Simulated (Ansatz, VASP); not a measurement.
# Rb: VASP beside Ansatz

```
Rb
1.0
    -2.80250    2.80250    2.80250
     2.80250   -2.80250    2.80250
     2.80250    2.80250   -2.80250
Rb
1
Direct
  0.00000 0.00000 0.00000
```

Alike in both runs: task single point; functional r2SCAN; k mesh 7 × 7 × 7; occupations fermi-dirac, width 0.05 eV; no spin polarisation.

```csv
,VASP,Ansatz
version,VASP 6.6.1,Ansatz 0.2.0
potentials or method,"VASP PAW PBE potentials, release 64 (Rb_sv)",Ansatz PAW
plane-wave cutoff (eV),520,500
valence electrons in the cell,9,9
```

```csv
,VASP,Ansatz,Ansatz less VASP
gap on the k mesh at the Fermi level (eV),none,none,-
pressure (GPa),0.2,0.2,-0.01
```

VASP's potentials were made for PBE, not for r2SCAN. A gap of «none» marks a metal or a gap that the smearing closes. The functional is the same, so the differences come from potentials, cutoffs and numerics.
